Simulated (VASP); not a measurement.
# Br (Fm-3m) in VASP: further runs

The runs below take Br through single point, relaxation of cell and atoms, with PBE.

All numbers are computed with VASP 6.6.1; they aren't measurements. Logs are shortened: lines on timing, memory, paths and dates and some standing lists are left out, and cuts for length are marked.

## 1. The cell of the first run

The structure is cubic, space group Fm-3m (No. 225). Conventional cell: a = 4.722 Å, b = 4.722 Å, c = 4.722 Å, α = 90.00°, β = 90.00°, γ = 90.00°. Within 4.4 Å of Br (site symmetry m-3m) lie 12 Br at 3.34 Å.

## 2. Single point, PBE

The input, INCAR:

```
PREC = Accurate ; ENCUT = 500
EDIFF = 1E-6 ; ISMEAR = -1
SIGMA = 0.02 ; LREAL = F
LASPH = T ; NELM = 120
ALGO = Normal ; ISIF = 2
LWAVE = F ; LCHARG = T
GGA = PE ; LELF = T
LVHAR = T ; NBANDS = 10
GGA_COMPAT = F
```

The input, KPOINTS:

```
Automatic mesh
0
Gamma
  15 15 15
```

The input, POSCAR:

```
Br
1.0
    0.0000000000      2.3608544736      2.3608544736
    2.3608544736      0.0000000000      2.3608544736
    2.3608544736      2.3608544736      0.0000000000
Br
1
Direct
    0.0000000000      0.0000000000      0.0000000000
```

Potentials or basis: VASP PAW PBE potentials, release 64 (Br).

Started as:

```console
$ cat potpaw_PBE.64/Br/POTCAR > POTCAR
$ mpirun -np 1 vasp_std > vasp.out
```

OUTCAR:

```text
PREC = Accurate
   ENCUT = 500
   EDIFF = 1E-6
   ISMEAR = -1
   LREAL = F
   LASPH = T
   NELM = 120
   ISIF = 2
   GGA = PE

 ion  position               nearest neighbor table
   1  0.000  0.000  0.000-

  LATTYP: Found a face centered cubic cell.
 ALAT       =     4.7217089472

  Lattice vectors:

 A1 = (   0.0000000000,   2.3608544736,   2.3608544736)
 A2 = (   2.3608544736,   0.0000000000,   2.3608544736)
 A3 = (   2.3608544736,   2.3608544736,   0.0000000000)

Analysis of symmetry for initial positions (statically):
=====================================================================
 Subroutine PRICEL returns:
 Original cell was already a primitive cell.

 Routine SETGRP: Setting up the symmetry group for a
 face centered cubic supercell.

 Subroutine GETGRP returns: Found 48 space group operations
 (whereof 48 operations were pure point group operations)
 out of a pool of 48 trial point group operations.

The static configuration has the point symmetry O_h .

Analysis of symmetry for dynamics (positions and initial velocities):
=====================================================================
 Subroutine PRICEL returns:
 Original cell was already a primitive cell.

 Routine SETGRP: Setting up the symmetry group for a
 face centered cubic supercell.

 Subroutine GETGRP returns: Found 48 space group operations
 (whereof 48 operations were pure point group operations)
 out of a pool of 48 trial point group operations.

The dynamic configuration has the point symmetry O_h .

 Subroutine INISYM returns: Found 48 space group operations
 (whereof 48 operations are pure point group operations),
 and found     1 'primitive' translations

----------------------------------------------------------------------------------------

                                     Primitive cell

  volume of cell :      26.3171

  direct lattice vectors                    reciprocal lattice vectors
     0.000000000  2.360854474  2.360854474    -0.211787726  0.211787726  0.211787726
     2.360854474  0.000000000  2.360854474     0.211787726 -0.211787726  0.211787726
     2.360854474  2.360854474  0.000000000     0.211787726  0.211787726 -0.211787726

  length of vectors
     3.338752415  3.338752415  3.338752415     0.366827102  0.366827102  0.366827102

  position of ions in fractional coordinates (direct lattice)
     0.000000000  0.000000000  0.000000000

  ion indices of the primitive-cell ions
   primitive index   ion index
                 1           1

----------------------------------------------------------------------------------------

 KPOINTS: Automatic mesh

Automatic generation of k-mesh.
 Grid dimensions read from file:
 generate k-points for:   15   15   15

 Generating k-lattice:

  Cartesian coordinates                     Fractional coordinates (reciprocal lattice)
    -0.014119182  0.014119182  0.014119182     0.066666667  0.000000000  0.000000000
     0.014119182 -0.014119182  0.014119182     0.000000000  0.066666667  0.000000000
     0.014119182  0.014119182 -0.014119182     0.000000000  0.000000000  0.066666667

  Length of vectors
     0.024455140  0.024455140  0.024455140

  Shift w.r.t. Gamma in fractional coordinates (k-lattice)
     0.000000000  0.000000000  0.000000000

 Subroutine IBZKPT returns following result:
 ===========================================

 Found    120 irreducible k-points:

 Following reciprocal coordinates:
            Coordinates               Weight
  0.000000  0.000000  0.000000      1.000000
  0.066667  0.000000  0.000000      8.000000
  0.133333  0.000000  0.000000      8.000000
  0.200000  0.000000  0.000000      8.000000
  0.266667  0.000000  0.000000      8.000000
  0.333333  0.000000  0.000000      8.000000
[... 16 lines left out ...]
  0.133333  0.133333  0.000000      6.000000
  0.200000  0.133333  0.000000     24.000000
 [... further k-points ...]
   k-points           NKPTS =    120   k-points in BZ     NKDIM =    120   number of bands    NBANDS=     10
   number of dos      NEDOS =    301   number of ions     NIONS =      1
   total plane-waves  NPLWV =  13824
   dimension x,y,z NGX =    24 NGY =   24 NGZ =   24
   dimension x,y,z NGXF=    48 NGYF=   48 NGZF=   48
   ions per type =               1
   NGX,Y,Z   is equivalent  to a cutoff of  11.95, 11.95, 11.95 a.u.
   NGXF,Y,Z  is equivalent  to a cutoff of  23.90, 23.90, 23.90 a.u.
 SYSTEM =  unknown system
   PREC   = accura    normal or accurate (medium, high low for compatibility)
   ISTART =      0    job   : 0-new  1-cont  2-samecut
   ICHARG =      2    charge: 1-file 2-atom 10-const
   ISPIN  =      1    spin polarized calculation?
   LNONCOLLINEAR =      F non collinear calculations
   LSORBIT =      F    spin-orbit coupling
   LASPH  =      T    aspherical Exc in radial PAW
   ENCUT  =  500.0 eV  36.75 Ry    6.06 a.u.   6.09  6.09  6.09*2*pi/ulx,y,z
   NELM   =    120;   NELMIN=  2; NELMDL= -5     # of ELM steps
   EDIFF  = 0.1E-05   stopping-criterion for ELM
   LREAL  =      F    real-space projection
   EDIFFG = 0.1E-04   stopping-criterion for IOM
   NSW    =      0    number of steps for IOM
   IBRION =     -1    ionic relax: 0-MD 1-quasi-New 2-CG
   NFREE  =      0    steps in history (QN), initial steepest desc. (CG)
   ISIF   =      2    stress and relaxation
   ISYM   =      2    0-nonsym 1-usesym 2-fastsym
   POTIM  = 0.5000    time-step for ionic-motion
   TEBEG  =    0.0;   TEEND  =   0.0 temperature during run
   PSTRESS=    0.0 pullay stress
   NELECT =       7.0000    total number of electrons
   NUPDOWN=      -1.0000    fix difference up-down
   EMIN   =  10.00;   EMAX   =-10.00  energy-range for DOS
   EFERMI =   0.00;   METHOD = LEGACY
   ISMEAR =    -1;   SIGMA  =   0.02  broadening in eV -4-tet -1-fermi 0-gaus
   EFERMI_NEDOS =   21; number of points for ismear=-14 and -15
   IALGO  =     38    algorithm
   IMIX   =      4    mixing-type and parameters
     AMIX     =   0.40;   BMIX     =  1.00
     AMIX_MAG =   1.60;   BMIX_MAG =  1.00
  volume/ion in A,a.u.               =      26.32       177.60
  Fermi-wavevector in a.u.,A,eV,Ry     =   1.052838  1.989576 15.081626  1.108468
  Thomas-Fermi vector in A             =   2.187936
   LORBIT       =      0    0 simple, 1 ext, 2 COOP (PROOUT), +10 PAW based schemes
   GGA     = PE    functional components
   LHFCALC =     F    Hartree Fock is set to
   AEXX    =    0.0000 exact exchange contribution
   IVDW    =     0    specifies the selected vdW correction
   LEPSILON=     F    determine dielectric tensor
   LRPA    =     F    only Hartree local field effects (RPA)
 non-spin polarized calculation
  energy-cutoff  :      500.00
  volume of cell :       26.32
 maximum number of plane-waves:       681
   NGX = 13   NGY = 13   NGZ = 13

 number of electron       7.0000001 magnetization

 Free energy of the ion-electron system (eV)
  ---------------------------------------------------
  ext. energy  EPLUGINS =         0.00000000
  ---------------------------------------------------
  free energy    TOTEN  =        -0.97818890 eV

  energy without entropy =       -0.97545556  energy(sigma->0) =       -0.97682223

 E-fermi :   1.5438     XC(G=0):  -9.3210

 val. band max:        1.5417518664   @ k =  -0.3333   0.2000   0.0667
 cond. band min:       1.5460185464   @ k =  -0.1333   0.1333   0.0000
 fundamental gap:      0.0042666800
 Fermi energy:         1.5437664184

 k-point     1 :       0.0000    0.0000    0.0000
  band No.  band energies     occupation
      1     -13.7275      2.00000
      2       2.4186      0.00000
      3       2.4186      0.00000
      4       2.4186      0.00000
      5       9.5534      0.00000
      6      14.0986      0.00000
      7      14.0986      0.00000
      8      14.0986      0.00000
      9      18.2261      0.00000
     10      18.2873      0.00000

 k-point     2 :       0.0667    0.0000    0.0000
  band No.  band energies     occupation
      1     -13.6795      2.00000
      2       2.0778      0.00000
      3       2.3868      0.00000
      4       2.3868      0.00000
      5       9.8525      0.00000
      6      13.8189      0.00000
      7      14.2054      0.00000
      8      14.2054      0.00000
      9      17.9623      0.00000
     10      17.9623      0.00000

 k-point     3 :       0.1333    0.0000    0.0000
  band No.  band energies     occupation
      1     -13.5398      2.00000
      2       1.2309      2.00000
      3       2.2993      0.00000
      4       2.2993      0.00000
      5      10.4722      0.00000
      6      13.4398      0.00000
      7      14.4510      0.00000
      8      14.4510      0.00000
      9      17.4057      0.00000
     10      17.4057      0.00000

 k-point     4 :       0.2000    0.0000    0.0000
  band No.  band energies     occupation
      1     -13.3217      2.00000
      2       0.1709      2.00000
      3       2.1765      0.00000
      4       2.1765      0.00000
      5      10.7805      0.00000
      6      13.6763      0.00000
      7      14.5678      0.00000
      8      14.5678      0.00000
      9      17.2419      0.00000
     10      17.2419      0.00000
[... 222 lines left out ...]
 k-point    22 :      -0.0667    0.0667    0.0000
  band No.  band energies     occupation
      1     -13.6009      2.00000
      2       1.6515      0.00909
      3       2.1965      0.00000
      4       2.3961      0.00000
      5      10.2781      0.00000
      6      13.4263      0.00000
      7      14.3134      0.00000
      8      14.4953      0.00000
      9      17.1825      0.00000
     10      17.9613      0.00000

 k-point    23 :       0.1333    0.1333    0.0000
  band No.  band energies     occupation
      1     -13.4772      2.00000
      2       1.3096      1.99998
      3       2.0230      0.00000
      4       2.0230      0.00000
      5      10.8789      0.00000
      6      12.5699      0.00000
      7      14.9796      0.00000
      8      14.9796      0.00000
      9      15.7248      0.00000
     10      18.6772      0.00000

 k-point    24 :       0.2000    0.1333    0.0000
  band No.  band energies     occupation
      1     -13.3154      2.00000
      2       0.6195      2.00000
      3       1.8447      0.00000
      4       1.8960      0.00000
      5      11.3269      0.00000
      6      12.1957      0.00000
      7      14.6731      0.00000
      8      15.3619      0.00000
      9      15.9220      0.00000
     10      18.7499      0.00000

 [... further k-points ...]

------------------------ aborting loop because EDIFF is reached ----------------------------------------

  FORCE on cell =-STRESS in cart. coord.  units (eV):
  Direction    XX          YY          ZZ          XY          YZ          ZX
  --------------------------------------------------------------------------------------
  -------------------------------------------------------------------------------------
  Total        0.0018803      0.0018803      0.0018803      0.0000000      0.0000000      0.0000000
  in kB        0.1144731      0.1144731      0.1144731      0.0000000      0.0000000      0.0000000
  external PRESSURE =       0.1144731 kB  Pullay stress =       0.0000000 kB

 VOLUME and BASIS-vectors are now :
 -----------------------------------------------------------------------------
  energy-cutoff  :      500.00
  volume of cell :       26.32
      direct lattice vectors                 reciprocal lattice vectors
     0.000000000  2.360854474  2.360854474    -0.211787726  0.211787726  0.211787726
     2.360854474  0.000000000  2.360854474     0.211787726 -0.211787726  0.211787726
     2.360854474  2.360854474  0.000000000     0.211787726  0.211787726 -0.211787726

 POSITION                                       TOTAL-FORCE (eV/Angst)
 -----------------------------------------------------------------------------------
      0.00000      0.00000      0.00000        -0.000000      0.000000      0.000000
 -----------------------------------------------------------------------------------
    total drift:                                0.000000      0.000000      0.000000

  FREE ENERGIE OF THE ION-ELECTRON SYSTEM (eV)
  ---------------------------------------------------
  free  energy   TOTEN  =        -0.9781888983 eV

  energy  without entropy=       -0.9754555648  energy(sigma->0) =       -0.97682223
```

Wall time 15 s (1 thread of Intel Xeon 6975P-C (Granite Rapids), shared host); peak memory 0.15 GiB.

Results:

| Property | Result |
| --- | --- |
| Free energy | -0.9782 eV |
| Pressure | 0.0 GPa |
| Band gap on the k mesh | zero (an odd number of electrons rules out a gap without spin polarisation) |

Levels at points of the mesh, in eV from the Fermi level:
```tsv
k point	band 2	band 3	band 4	band 5	band 6	band 7
(0.00, 0.00, 0.00)	0.87	0.87	0.87	8.01	12.55	12.55
```

Caveat: an odd number of electrons without spin polarisation forces a metal; a magnetic or distorted state may lie lower.

## 3. Relaxation of cell and atoms, PBE

This run uses another cell than the first one, of 26.12 Å³/atom.

The input, INCAR:

```
SYSTEM = Br
PREC = Accurate
ENCUT = 500
EDIFF = 1E-7
ISMEAR = -1
SIGMA = 0.02
LREAL = .False.
LASPH = .True.
NELM = 120
ALGO = Normal
ISIF = 3
LWAVE = .False.
LCHARG = .False.
GGA = PE
IBRION = 2
NSW = 80
EDIFFG = -0.03
GGA_COMPAT = .False.
NELMIN = 4
```

The input, KPOINTS:

```
regular mesh
0
Gamma
  15 15 15
  0 0 0
```

The input, POSCAR:

```
Br
1.0
    0.0000000000      2.3550000000      2.3550000000
    2.3550000000      0.0000000000      2.3550000000
    2.3550000000      2.3550000000      0.0000000000
Br
1
Direct
    0.0000000000      0.0000000000      0.0000000000
```

Potentials or basis: VASP PAW PBE potentials, release 64 (Br).

Started as:

```console
$ cat potpaw_PBE.64/Br/POTCAR > POTCAR
$ mpirun -np 1 vasp_std > vasp.out
```

OUTCAR:

```text
SYSTEM = Br
   PREC = Accurate
   ENCUT = 500
   EDIFF = 1E-7
   ISMEAR = -1
   LREAL = .False.
   LASPH = .True.
   NELM = 120
   ISIF = 3
   GGA = PE
   IBRION = 2
   NSW = 80
   EDIFFG = -0.03
   NELMIN = 4

 ion  position               nearest neighbor table
   1  0.000  0.000  0.000-

  LATTYP: Found a face centered cubic cell.
 ALAT       =     4.7100000000

  Lattice vectors:

 A1 = (   0.0000000000,   2.3550000000,   2.3550000000)
 A2 = (   2.3550000000,   0.0000000000,   2.3550000000)
 A3 = (   2.3550000000,   2.3550000000,   0.0000000000)

Analysis of symmetry for initial positions (statically):
=====================================================================
 Subroutine PRICEL returns:
 Original cell was already a primitive cell.

 Routine SETGRP: Setting up the symmetry group for a
 face centered cubic supercell.

 Subroutine GETGRP returns: Found 48 space group operations
 (whereof 48 operations were pure point group operations)
 out of a pool of 48 trial point group operations.

The static configuration has the point symmetry O_h .

Analysis of symmetry for dynamics (positions and initial velocities):
=====================================================================
 Subroutine PRICEL returns:
 Original cell was already a primitive cell.

 Routine SETGRP: Setting up the symmetry group for a
 face centered cubic supercell.

 Subroutine GETGRP returns: Found 48 space group operations
 (whereof 48 operations were pure point group operations)
 out of a pool of 48 trial point group operations.

The dynamic configuration has the point symmetry O_h .

 Subroutine INISYM returns: Found 48 space group operations
 (whereof 48 operations are pure point group operations),
 and found     1 'primitive' translations

----------------------------------------------------------------------------------------
[... 162 lines left out ...]
      0.00000      0.00000      0.00000         0.000000      0.000000      0.000000
 -----------------------------------------------------------------------------------
    total drift:                                0.000000      0.000000      0.000000

  FREE ENERGIE OF THE ION-ELECTRON SYSTEM (eV)
  ---------------------------------------------------
  free  energy   TOTEN  =        -0.9780398312 eV

  energy  without entropy=       -0.9753332142  energy(sigma->0) =       -0.97668652

--------------------------------------- Ionic step        2  -------------------------------------------

 number of electron       7.0000001 magnetization

 Free energy of the ion-electron system (eV)
  ---------------------------------------------------
  ext. energy  EPLUGINS =         0.00000000
  ---------------------------------------------------
  free energy    TOTEN  =        -0.97816218 eV

  energy without entropy =       -0.97543706  energy(sigma->0) =       -0.97679962

 E-fermi :   1.5676     XC(G=0):  -9.3317

 val. band max:        1.5655927746   @ k =  -0.3333   0.2000   0.0667
 cond. band min:       1.5694315373   @ k =  -0.1333   0.1333   0.0000
 fundamental gap:      0.0038387628
 Fermi energy:         1.5675762354

 k-point     1 :       0.0000    0.0000    0.0000
  band No.  band energies     occupation
      1     -13.7175      2.00000
      2       2.4462      0.00000
      3       2.4462      0.00000
      4       2.4462      0.00000
      5       9.5897      0.00000
      6      14.1228      0.00000
      7      14.1228      0.00000
[... 221 lines left out ...]
 k-point    24 :       0.2000    0.1333    0.0000
  band No.  band energies     occupation
      1     -13.3035      2.00000
      2       0.6412      2.00000
      3       1.8697      0.00000
      4       1.9212      0.00000
      5      11.3632      0.00000
      6      12.2173      0.00000
      7      14.6994      0.00000

 [... further k-points ...]

------------------------ aborting loop because EDIFF is reached ----------------------------------------

  FORCE on cell =-STRESS in cart. coord.  units (eV):
  Direction    XX          YY          ZZ          XY          YZ          ZX
  --------------------------------------------------------------------------------------
  -------------------------------------------------------------------------------------
  Total        0.0108205      0.0108205      0.0108205      0.0000000      0.0000000      0.0000000
  in kB        0.6602292      0.6602292      0.6602292      0.0000000      0.0000000      0.0000000
  external PRESSURE =       0.6602292 kB  Pullay stress =       0.0000000 kB

 VOLUME and BASIS-vectors are now :
 -----------------------------------------------------------------------------
  energy-cutoff  :      500.00
  volume of cell :       26.26
      direct lattice vectors                 reciprocal lattice vectors
     0.000000000  2.359089416  2.359089416    -0.211946184  0.211946184  0.211946184
     2.359089416 -0.000000000  2.359089416     0.211946184 -0.211946184  0.211946184
     2.359089416  2.359089416 -0.000000000     0.211946184  0.211946184 -0.211946184

 POSITION                                       TOTAL-FORCE (eV/Angst)
 -----------------------------------------------------------------------------------
      0.00000      0.00000      0.00000         0.000000      0.000000      0.000000
 -----------------------------------------------------------------------------------
    total drift:                                0.000000      0.000000      0.000000

  FREE ENERGIE OF THE ION-ELECTRON SYSTEM (eV)
  ---------------------------------------------------
  free  energy   TOTEN  =        -0.9781621751 eV

  energy  without entropy=       -0.9754370576  energy(sigma->0) =       -0.97679962

 reached required accuracy - stopping structural energy minimisation
```

It took 16 s on 1 thread of Intel Xeon 6975P-C (Granite Rapids), shared host; peak memory 0.14 GiB.

Results:

```yaml
Free_energy: -0.9782 eV
Relaxed_volume: 26.26 Å³/atom
Relaxed_cell: a = 3.336 Å, b = 3.336 Å, c = 3.336 Å, α = 60.00°, β = 60.00°, γ = 60.00°
Space_group_after_relaxing_to_0.1_Å: Fm-3m (No. 225)
Energy_gained_by_relaxing: 0.1 meV/atom
Ionic_steps: 2
Pressure_after_relaxing: 0.1 GPa
Band_gap_on_the_k_mesh: zero (an odd number of electrons rules out a gap without spin polarisation)
```

The path:
```
step  energy change (eV)  largest force (eV/Å)  pressure (GPa)  volume (Å³)
   1              0.0000                0.0000            0.22        26.12
   2             -0.0001                0.0000            0.07        26.26
```

Final structure:
```
CELL_PARAMETERS angstrom
0.00000 2.35909 2.35909
2.35909 0.00000 2.35909
2.35909 2.35909 0.00000
ATOMIC_POSITIONS crystal
Br 0.00000 0.00000 0.00000
```

Levels at points of the mesh, in eV from the Fermi level:
```csv
k point,band 1,band 2,band 3,band 4,band 5,band 6,band 7
"(0.00, 0.00, 0.00)",-15.29,0.88,0.88,0.88,8.02,12.56,12.56
```

Caveat: an odd number of electrons without spin polarisation forces a metal; a magnetic or distorted state may lie lower.
